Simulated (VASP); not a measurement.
# PtC3 (P6_3/mmc) in VASP: single point with PBE

Aim: the single point of PtC3 with PBE.

Everything below comes from runs of VASP 6.6.1. Logs are shortened: lines on timing, memory, paths and dates and some standing lists are left out, and cuts for length are marked.

### Step 1. The cell of the first run

Symmetry: P6_3/mmc, No. 194, hexagonal system. The conventional cell has a = 4.276 Å, b = 4.276 Å, c = 9.374 Å, α = 90.00°, β = 90.00°, γ = 120.00°. Within 2.9 Å of Pt (site symmetry -6m2) lie 6 C at 2.17 Å. C (site symmetry mm2) has 2 C at 1.46 Å within 1.9 Å.

### Step 2. Single point, PBE

INCAR

```
  PREC = Accurate
  ENCUT = 520
  EDIFF = 1E-7
  ISMEAR = 0
  SIGMA = 0.1
  LREAL = False
  LASPH = True
  NELM = 100
  ALGO = Normal
  ISIF = 2
  LWAVE = False
  LCHARG = False
  GGA = PE
  NBANDS = 32
```

KPOINTS

```
regular mesh
0
Gamma
  12 12 6
```

POSCAR

```
PtC3
1.0
    4.2758007758      0.0000000000      0.0000000000
   -2.1379003879      3.7029520934      0.0000000000
    0.0000000000      0.0000000000      9.3741170684
Pt C
2 6
Direct
    0.3333333333      0.6666666667      0.2500000000
    0.6666666667      0.3333333333      0.7500000000
    0.7803967396      0.5607934792      0.2500000000
    0.2196032604      0.7803967396      0.7500000000
    0.4392065208      0.2196032604      0.2500000000
    0.2196032604      0.4392065208      0.7500000000
    0.7803967396      0.2196032604      0.2500000000
    0.5607934792      0.7803967396      0.7500000000
```

Potentials or basis: VASP PAW PBE potentials, release 64 (Pt, C).

Run with:

```sh
cat potpaw_PBE.64/Pt/POTCAR potpaw_PBE.64/C/POTCAR > POTCAR
mpirun -np 1 vasp_std > vasp.out
```

OUTCAR:

```text
PREC = Accurate
   ENCUT = 520
   EDIFF = 1E-7
   ISMEAR = 0
   LREAL = False
   LASPH = True
   NELM = 100
   ISIF = 2
   GGA = PE

 ion  position               nearest neighbor table
   1  0.333  0.667  0.250-   3 2.17   5 2.17   7 2.17   7 2.17   3 2.17   5 2.17
   2  0.667  0.333  0.750-   6 2.17   8 2.17   4 2.17   4 2.17   6 2.17   8 2.17
   3  0.780  0.561  0.250-   5 1.46   7 1.46   1 2.17   1 2.17
   4  0.220  0.780  0.750-   8 1.46   6 1.46   2 2.17   2 2.17
   5  0.439  0.220  0.250-   7 1.46   3 1.46   1 2.17   1 2.17
   6  0.220  0.439  0.750-   4 1.46   8 1.46   2 2.17   2 2.17
   7  0.780  0.220  0.250-   5 1.46   3 1.46   1 2.17   1 2.17
   8  0.561  0.780  0.750-   4 1.46   6 1.46   2 2.17   2 2.17

  LATTYP: Found a hexagonal cell.
 ALAT       =     4.2758007758
 C/A-ratio  =     2.1923652574

  Lattice vectors:

 A1 = (   4.2758007758,   0.0000000000,   0.0000000000)
 A2 = (  -2.1379003879,   3.7029520934,   0.0000000000)
 A3 = (   0.0000000000,   0.0000000000,   9.3741170684)

Analysis of symmetry for initial positions (statically):
=====================================================================
 Subroutine PRICEL returns:
 Original cell was already a primitive cell.

 Routine SETGRP: Setting up the symmetry group for a
 hexagonal supercell.

 Subroutine GETGRP returns: Found 24 space group operations
 (whereof 12 operations were pure point group operations)
 out of a pool of 24 trial point group operations.

The static configuration has the point symmetry D_3d.
 The point group associated with its full space group is D_6h.

Analysis of symmetry for dynamics (positions and initial velocities):
=====================================================================
 Subroutine PRICEL returns:
 Original cell was already a primitive cell.

 Routine SETGRP: Setting up the symmetry group for a
 hexagonal supercell.

 Subroutine GETGRP returns: Found 24 space group operations
 (whereof 12 operations were pure point group operations)
 out of a pool of 24 trial point group operations.

The dynamic configuration has the point symmetry D_3d.
 The point group associated with its full space group is D_6h.

 Subroutine INISYM returns: Found 24 space group operations
 (whereof 12 operations are pure point group operations),
 and found     1 'primitive' translations

----------------------------------------------------------------------------------------

                                     Primitive cell

  volume of cell :     148.4212

  direct lattice vectors                    reciprocal lattice vectors
     4.275800776  0.000000000  0.000000000     0.233874320  0.135027402  0.000000000
    -2.137900388  3.702952093  0.000000000     0.000000000  0.270054804  0.000000000
     0.000000000  0.000000000  9.374117068     0.000000000  0.000000000  0.106676713

  length of vectors
     4.275800776  4.275800776  9.374117068     0.270054804  0.270054804  0.106676713

  position of ions in fractional coordinates (direct lattice)
     0.333333333  0.666666667  0.250000000
     0.666666667  0.333333333  0.750000000
     0.780396740  0.560793479  0.250000000
     0.219603260  0.780396740  0.750000000
     0.439206521  0.219603260  0.250000000
     0.219603260  0.439206521  0.750000000
     0.780396740  0.219603260  0.250000000
     0.560793479  0.780396740  0.750000000

  ion indices of the primitive-cell ions
   primitive index   ion index
                 1           1
                 2           2
                 3           3
                 4           4
                 5           5
                 6           6
                 7           7
                 8           8

----------------------------------------------------------------------------------------

 KPOINTS: regular mesh

Automatic generation of k-mesh.
 Grid dimensions read from file:
 generate k-points for:   12   12    6

 Generating k-lattice:

  Cartesian coordinates                     Fractional coordinates (reciprocal lattice)
     0.019489527  0.011252283  0.000000000     0.083333333  0.000000000  0.000000000
     0.000000000  0.022504567  0.000000000     0.000000000  0.083333333  0.000000000
     0.000000000  0.000000000  0.017779452     0.000000000  0.000000000  0.166666667

  Length of vectors
     0.022504567  0.022504567  0.017779452

  Shift w.r.t. Gamma in fractional coordinates (k-lattice)
     0.000000000  0.000000000  0.000000000

 Subroutine IBZKPT returns following result:
 ===========================================

 Found     76 irreducible k-points:

 Following reciprocal coordinates:
            Coordinates               Weight
  0.000000  0.000000  0.000000      1.000000
  0.083333  0.000000  0.000000      6.000000
  0.166667  0.000000  0.000000      6.000000
  0.250000  0.000000  0.000000      6.000000
  0.333333  0.000000  0.000000      6.000000
  0.416667  0.000000  0.000000      6.000000
[... 16 lines left out ...]
  0.250000  0.000000  0.166667     12.000000
  0.333333  0.000000  0.166667     12.000000
 [... further k-points ...]
   k-points           NKPTS =     76   k-points in BZ     NKDIM =     76   number of bands    NBANDS=     32
   number of dos      NEDOS =    301   number of ions     NIONS =      8
   total plane-waves  NPLWV =  71680
   dimension x,y,z NGX =    32 NGY =   32 NGZ =   70
   dimension x,y,z NGXF=    64 NGYF=   64 NGZF=  140
   ions per type =               2   6
   NGX,Y,Z   is equivalent  to a cutoff of  12.44, 12.44, 12.41 a.u.
   NGXF,Y,Z  is equivalent  to a cutoff of  24.88, 24.88, 24.83 a.u.
 SYSTEM =  unknown system
   PREC   = accura    normal or accurate (medium, high low for compatibility)
   ISTART =      0    job   : 0-new  1-cont  2-samecut
   ICHARG =      2    charge: 1-file 2-atom 10-const
   ISPIN  =      1    spin polarized calculation?
   LNONCOLLINEAR =      F non collinear calculations
   LSORBIT =      F    spin-orbit coupling
   LASPH  =      T    aspherical Exc in radial PAW
   ENCUT  =  520.0 eV  38.22 Ry    6.18 a.u.   7.95  7.95 17.43*2*pi/ulx,y,z
   NELM   =    100;   NELMIN=  2; NELMDL= -5     # of ELM steps
   EDIFF  = 0.1E-06   stopping-criterion for ELM
   LREAL  =      F    real-space projection
   EDIFFG = 0.1E-05   stopping-criterion for IOM
   NSW    =      0    number of steps for IOM
   IBRION =     -1    ionic relax: 0-MD 1-quasi-New 2-CG
   NFREE  =      0    steps in history (QN), initial steepest desc. (CG)
   ISIF   =      2    stress and relaxation
   ISYM   =      2    0-nonsym 1-usesym 2-fastsym
   POTIM  = 0.5000    time-step for ionic-motion
   TEBEG  =    0.0;   TEEND  =   0.0 temperature during run
   PSTRESS=    0.0 pullay stress
   NELECT =      44.0000    total number of electrons
   NUPDOWN=      -1.0000    fix difference up-down
   EMIN   =  10.00;   EMAX   =-10.00  energy-range for DOS
   EFERMI =   0.00;   METHOD = LEGACY
   ISMEAR =     0;   SIGMA  =   0.10  broadening in eV -4-tet -1-fermi 0-gaus
   EFERMI_NEDOS =   21; number of points for ismear=-14 and -15
   IALGO  =     38    algorithm
   IMIX   =      4    mixing-type and parameters
     AMIX     =   0.40;   BMIX     =  1.00
     AMIX_MAG =   1.60;   BMIX_MAG =  1.00
  volume/ion in A,a.u.               =      18.55       125.20
  Fermi-wavevector in a.u.,A,eV,Ry     =   1.091592  2.062810 16.212341  1.191573
  Thomas-Fermi vector in A             =   2.227841
   LORBIT       =      0    0 simple, 1 ext, 2 COOP (PROOUT), +10 PAW based schemes
   GGA     = PE    functional components
   LHFCALC =     F    Hartree Fock is set to
   AEXX    =    0.0000 exact exchange contribution
   IVDW    =     0    specifies the selected vdW correction
   LEPSILON=     F    determine dielectric tensor
   LRPA    =     F    only Hartree local field effects (RPA)
 non-spin polarized calculation
 Gauss-broadening in eV      SIGMA  =   0.10
  energy-cutoff  :      520.00
  volume of cell :      148.42
 maximum number of plane-waves:      4018
 NGX is ok and might be reduce to    32
   NGX = 15   NGY = 15   NGZ = 35

 number of electron      44.0000005 magnetization

 Free energy of the ion-electron system (eV)
  ---------------------------------------------------
  ext. energy  EPLUGINS =         0.00000000
  ---------------------------------------------------
  free energy    TOTEN  =       -51.48810553 eV

  energy without entropy =      -51.47940966  energy(sigma->0) =      -51.48375760

 E-fermi :   2.6648     XC(G=0):  -8.1082

 val. band max:        2.6320979561   @ k =   0.0000   0.0000   0.0000
 cond. band min:       2.7280360981   @ k =   0.0833   0.0000   0.0000
 fundamental gap:      0.0959381420
 Fermi energy:         2.6648430577

 k-point     1 :       0.0000    0.0000    0.0000
  band No.  band energies     occupation
      1     -17.2929      2.00000
      2     -17.2868      2.00000
      3      -7.7729      2.00000
      4      -7.7729      2.00000
      5      -7.7697      2.00000
      6      -7.7697      2.00000
[... 24 lines left out ...]
     31       7.9754      0.00000
     32       8.7162      0.00000

 k-point     2 :       0.0833    0.0000    0.0000
  band No.  band energies     occupation
      1     -17.2781      2.00000
      2     -17.2722      2.00000
      3      -7.9080      2.00000
      4      -7.9064      2.00000
      5      -7.7480      2.00000
      6      -7.7441      2.00000
[... 24 lines left out ...]
     31       8.0670      0.00000
     32       8.8119      0.00000

 k-point     3 :       0.1667    0.0000    0.0000
  band No.  band energies     occupation
      1     -17.2375      2.00000
      2     -17.2321      2.00000
      3      -8.1935      2.00000
      4      -8.1885      2.00000
      5      -7.6776      2.00000
      6      -7.6725      2.00000
[... 24 lines left out ...]
     31       8.1605      0.00000
     32       8.9576      0.00000

 k-point     4 :       0.2500    0.0000    0.0000
  band No.  band energies     occupation
      1     -17.1812      2.00000
      2     -17.1766      2.00000
      3      -8.4708      2.00000
      4      -8.4632      2.00000
      5      -7.5763      2.00000
      6      -7.5696      2.00000
[... 24 lines left out ...]
     31       7.8893      0.00000
     32       8.8465      0.00000

 k-point     5 :       0.3333    0.0000    0.0000
  band No.  band energies     occupation
      1     -17.1239      2.00000
      2     -17.1204      2.00000
      3      -8.6749      2.00000
      4      -8.6661      2.00000
      5      -7.4679      2.00000
      6      -7.4599      2.00000
[... 584 lines left out ...]
     31       8.0739      0.00000
     32       8.5184      0.00000

 k-point    22 :       0.1667    0.0000    0.1667
  band No.  band energies     occupation
      1     -17.2372      2.00000
      2     -17.2325      2.00000
      3      -8.1932      2.00000
      4      -8.1889      2.00000
      5      -7.6773      2.00000
      6      -7.6729      2.00000
[... 24 lines left out ...]
     31       8.1729      0.00000
     32       8.6761      0.00000

 k-point    23 :       0.2500    0.0000    0.1667
  band No.  band energies     occupation
      1     -17.1809      2.00000
      2     -17.1770      2.00000
      3      -8.4703      2.00000
      4      -8.4638      2.00000
      5      -7.5758      2.00000
      6      -7.5701      2.00000
[... 24 lines left out ...]
     31       7.9100      0.00000
     32       8.5797      0.00000

 k-point    24 :       0.3333    0.0000    0.1667
  band No.  band energies     occupation
      1     -17.1237      2.00000
      2     -17.1206      2.00000
      3      -8.6743      2.00000
      4      -8.6667      2.00000
      5      -7.4674      2.00000
      6      -7.4604      2.00000
[... 24 lines left out ...]
     31       7.3526      0.00000
     32       8.3557      0.00000

 [... further k-points ...]

------------------------ aborting loop because EDIFF is reached ----------------------------------------

  FORCE on cell =-STRESS in cart. coord.  units (eV):
  Direction    XX          YY          ZZ          XY          YZ          ZX
  --------------------------------------------------------------------------------------
  -------------------------------------------------------------------------------------
  Total        0.2125844      0.2125844     -0.0198812      0.0000000      0.0000000      0.0000000
  in kB        2.2948062      2.2948062     -0.2146138      0.0000000      0.0000000      0.0000000
  external PRESSURE =       1.4583329 kB  Pullay stress =       0.0000000 kB

 VOLUME and BASIS-vectors are now :
 -----------------------------------------------------------------------------
  energy-cutoff  :      520.00
  volume of cell :      148.42
      direct lattice vectors                 reciprocal lattice vectors
     4.275800776  0.000000000  0.000000000     0.233874320  0.135027402  0.000000000
    -2.137900388  3.702952093  0.000000000     0.000000000  0.270054804  0.000000000
     0.000000000  0.000000000  9.374117068     0.000000000  0.000000000  0.106676713

 POSITION                                       TOTAL-FORCE (eV/Angst)
 -----------------------------------------------------------------------------------
     -0.00000      2.46863      2.34353         0.000000     -0.000000      0.000000
      2.13790      1.23432      7.03059         0.000000      0.000000      0.000000
      2.13790      2.07659      2.34353         0.000000      0.143182     -0.000000
     -0.72943      2.88977      7.03059        -0.123999      0.071591     -0.000000
      1.40847      0.81318      2.34353        -0.123999     -0.071591      0.000000
      0.00000      1.62636      7.03059         0.000000     -0.143182      0.000000
      2.86733      0.81318      2.34353         0.123999     -0.071591      0.000000
      0.72943      2.88977      7.03059         0.123999      0.071591      0.000000
 -----------------------------------------------------------------------------------
    total drift:                               -0.000000      0.000000      0.000000

  FREE ENERGIE OF THE ION-ELECTRON SYSTEM (eV)
  ---------------------------------------------------
  free  energy   TOTEN  =       -51.4881055339 eV

  energy  without entropy=      -51.4794096642  energy(sigma->0) =      -51.48375760
```

It took 18 min on 1 thread of Oxide Virtual Turin-like, shared host; peak memory 0.41 GiB.

Results:

```yaml
Free_energy: -51.4881 eV
Pressure: 0.1 GPa
Largest_force: 0.143 eV/Å
Band_gap_on_the_k_mesh: zero (filled and empty bands touch)
```

Forces on the atoms (eV/Å):
```
Pt   0.000  0.000  0.000
Pt   0.000  0.000  0.000
C    0.000  0.143  0.000
C   -0.124  0.072  0.000
C   -0.124 -0.072  0.000
C    0.000 -0.143  0.000
C    0.124 -0.072  0.000
C    0.124  0.072  0.000
```

Stress tensor (GPa, compression positive):
```
 0.23  0.00  0.00
 0.00  0.23  0.00
 0.00  0.00 -0.02
```

Levels at points of the mesh, in eV from the Fermi level:
| k point | band 18 | band 19 | band 20 | band 21 | band 22 | band 23 | band 24 | band 25 | band 26 | band 27 |
| --- | --- | --- | --- | --- | --- | --- | --- | --- | --- | --- |
| (0.00, 0.00, 0.00) | -3.73 | -3.38 | -3.00 | -0.04 | -0.04 | -0.03 | -0.03 | 1.66 | 1.66 | 1.71 |
| (0.50, 0.00, 0.00) | -2.92 | -2.86 | -2.85 | -0.31 | -0.31 | 0.50 | 0.72 | 0.80 | 0.81 | 2.35 |
| (0.00, 0.00, 0.50) | -3.74 | -3.18 | -3.18 | -0.04 | -0.04 | -0.04 | -0.04 | 1.68 | 1.68 | 1.68 |
| (0.50, 0.00, 0.50) | -3.00 | -2.84 | -2.84 | -0.31 | -0.31 | 0.59 | 0.59 | 0.80 | 0.80 | 2.39 |

Caveat: spin-orbit coupling is left out, which moves the levels of the heavy elements.
